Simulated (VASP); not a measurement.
# NaCl (Fm-3m) in VASP: notebook, part 2 of 2

VASP 6.6.1.

### Step 3. Single point, r2SCAN

Input file POSCAR:

```
NaCl
1.0
    0.0000000000      2.8039804130      2.8039804130
    2.8039804130      0.0000000000      2.8039804130
    2.8039804130      2.8039804130      0.0000000000
Na Cl
1 1
Direct
    0.0000000000      0.0000000000      0.0000000000
    0.5000000000      0.5000000000      0.5000000000
```

Input file INCAR.step1:

```
ALGO = Normal ; EDIFF = 1E-4
ENCUT = 520 ; GGA = PE
ISMEAR = 0 ; LASPH = T
LCHARG = F ; LREAL = F
LWAVE = T ; NBANDS = 14
NELM = 80 ; PREC = Accurate
SIGMA = 0.02
```

Input file INCAR.step2:

```
ALGO = Normal ; EDIFF = 1E-6
ENCUT = 520 ; ISIF = 2
ISMEAR = 0 ; ISTART = 1
LASPH = T ; LCHARG = T
LELF = T ; LMIXTAU = T
LREAL = F ; LVHAR = T
LWAVE = F ; METAGGA = R2SCAN
NBANDS = 14 ; NELM = 80
PREC = Accurate ; SIGMA = 0.02
```

Input file KPOINTS:

```
k-points
0
Gamma
  8 8 8
```

Potentials or basis: VASP PAW PBE potentials, release 64 (Na_pv, Cl).

Run with:

```console
$ cat potpaw_PBE.64/Na_pv/POTCAR potpaw_PBE.64/Cl/POTCAR > POTCAR
$ cp INCAR.step1 INCAR
$ mpirun -np 1 vasp_std > vasp.out
$ cp INCAR.step2 INCAR
$ mpirun -np 1 vasp_std > vasp.out
```

OUTCAR:

```text
EDIFF = 1E-6
   ENCUT = 520
   ISIF = 2
   ISMEAR = 0
   ISTART = 1
   LASPH = T
   LREAL = F
   METAGGA = R2SCAN
   NELM = 80
   PREC = Accurate

 ion  position               nearest neighbor table
   1  0.000  0.000  0.000-
   2  0.500  0.500  0.500-

  LATTYP: Found a face centered cubic cell.
 ALAT       =     5.6079608260

  Lattice vectors:

 A1 = (   0.0000000000,   2.8039804130,   2.8039804130)
 A2 = (   2.8039804130,   0.0000000000,   2.8039804130)
 A3 = (   2.8039804130,   2.8039804130,   0.0000000000)

Analysis of symmetry for initial positions (statically):
=====================================================================
 Subroutine PRICEL returns:
 Original cell was already a primitive cell.

 Routine SETGRP: Setting up the symmetry group for a
 face centered cubic supercell.

 Subroutine GETGRP returns: Found 48 space group operations
 (whereof 48 operations were pure point group operations)
 out of a pool of 48 trial point group operations.

The static configuration has the point symmetry O_h .

Analysis of symmetry for dynamics (positions and initial velocities):
=====================================================================
 Subroutine PRICEL returns:
 Original cell was already a primitive cell.

 Routine SETGRP: Setting up the symmetry group for a
 face centered cubic supercell.

 Subroutine GETGRP returns: Found 48 space group operations
 (whereof 48 operations were pure point group operations)
 out of a pool of 48 trial point group operations.

The dynamic configuration has the point symmetry O_h .

 Subroutine INISYM returns: Found 48 space group operations
 (whereof 48 operations are pure point group operations),
 and found     1 'primitive' translations

----------------------------------------------------------------------------------------

                                     Primitive cell
[... 114 lines left out ...]
  Thomas-Fermi vector in A             =   2.253479
   LORBIT       =      0    0 simple, 1 ext, 2 COOP (PROOUT), +10 PAW based schemes
   METAGGA = R2SCAN    functional components
   LHFCALC =     F    Hartree Fock is set to
   AEXX    =    0.0000 exact exchange contribution
   IVDW    =     0    specifies the selected vdW correction
   LEPSILON=     F    determine dielectric tensor
   LRPA    =     F    only Hartree local field effects (RPA)
 non-spin polarized calculation
 Gauss-broadening in eV      SIGMA  =   0.02
  energy-cutoff  :      520.00
  volume of cell :       44.09
 maximum number of plane-waves:      1243
 NGX is ok and might be reduce to    30
   NGX = 15   NGY = 15   NGZ = 15

 number of electron      14.0000003 magnetization

 Free energy of the ion-electron system (eV)
  ---------------------------------------------------
  ext. energy  EPLUGINS =         0.00000000
  ---------------------------------------------------
  free energy    TOTEN  =       -13.79002906 eV

  energy without entropy =      -13.79002906  energy(sigma->0) =      -13.79002906

 E-fermi :  -0.8521     XC(G=0):  -8.7244

 val. band max:       -1.0652469642   @ k =   0.0000   0.0000   0.0000
 cond. band min:       4.9272607616   @ k =   0.0000   0.0000   0.0000
 fundamental gap:      5.9925077258
 Fermi energy:        -0.8521317092

 k-point     1 :       0.0000    0.0000    0.0000
  band No.  band energies     occupation
      1     -22.5530      2.00000
      2     -22.5527      2.00000
      3     -22.5527      2.00000
      4     -14.3269      2.00000
      5      -1.0652      2.00000
      6      -1.0652      2.00000
      7      -1.0652      2.00000
      8       4.9273      0.00000
      9      10.7113      0.00000
     10      10.7113      0.00000
     11      10.7113      0.00000
     12      12.9820      0.00000
     13      12.9820      0.00000
     14      14.6123      0.00000
[... 377 lines left out ...]
      1     -22.5773      2.00000
      2     -22.5610      2.00000
      3     -22.5570      2.00000
      4     -13.9342      2.00000
      5      -2.7633      2.00000
      6      -1.8638      2.00000
      7      -1.5030      2.00000
      8       7.9978      0.00000
      9       9.4675      0.00000
     10      10.0334      0.00000
     11      11.5877      0.00000
     12      14.2167      0.00000
     13      15.6460      0.00000
     14      16.5536      0.00000

 [... further k-points ...]
[... 5 lines left out ...]
  --------------------------------------------------------------------------------------
  -------------------------------------------------------------------------------------
  Total       -0.0523701     -0.0523701     -0.0523701      0.0000000      0.0000000      0.0000000
  in kB       -1.9030007     -1.9030007     -1.9030007      0.0000000      0.0000000      0.0000000
  external PRESSURE =      -1.9030007 kB  Pullay stress =       0.0000000 kB

 VOLUME and BASIS-vectors are now :
 -----------------------------------------------------------------------------
  energy-cutoff  :      520.00
  volume of cell :       44.09
      direct lattice vectors                 reciprocal lattice vectors
     0.000000000  2.803980413  2.803980413    -0.178317936  0.178317936  0.178317936
     2.803980413  0.000000000  2.803980413     0.178317936 -0.178317936  0.178317936
     2.803980413  2.803980413  0.000000000     0.178317936  0.178317936 -0.178317936

 POSITION                                       TOTAL-FORCE (eV/Angst)
 -----------------------------------------------------------------------------------
      0.00000      0.00000      0.00000        -0.000000     -0.000000      0.000000
      2.80398      2.80398      2.80398         0.000000      0.000000     -0.000000
 -----------------------------------------------------------------------------------
    total drift:                               -0.000000      0.000000      0.000000

  FREE ENERGIE OF THE ION-ELECTRON SYSTEM (eV)
  ---------------------------------------------------
  free  energy   TOTEN  =       -13.7900290616 eV

  energy  without entropy=      -13.7900290616  energy(sigma->0) =      -13.79002906
```

OUTCAR.step1:

```text
EDIFF = 1E-4
   ENCUT = 520
   GGA = PE
   ISMEAR = 0
   LASPH = T
[... 629 lines left out ...]
 -----------------------------------------------------------------------------------
      0.00000      0.00000      0.00000         0.000000      0.000000      0.000000
      2.80398      2.80398      2.80398        -0.000000     -0.000000     -0.000000
 -----------------------------------------------------------------------------------
    total drift:                               -0.000000      0.000000      0.000000

  FREE ENERGIE OF THE ION-ELECTRON SYSTEM (eV)
  ---------------------------------------------------
  free  energy   TOTEN  =        -6.7699044206 eV

  energy  without entropy=       -6.7699044206  energy(sigma->0) =       -6.76990442
```

It used 66 s of CPU time on 1 thread of Intel Xeon 6975P-C (shared host).

What came out:

```
Free energy            : -13.7900 eV
Pressure               : -0.2 GPa
Band gap on the k mesh : 5.99 eV, direct
```

Caveat: the PAW data sets were made with another functional, which shifts forces and pressure a little. r2SCAN opens gaps a little over a GGA but as a rule still falls short of measured ones.
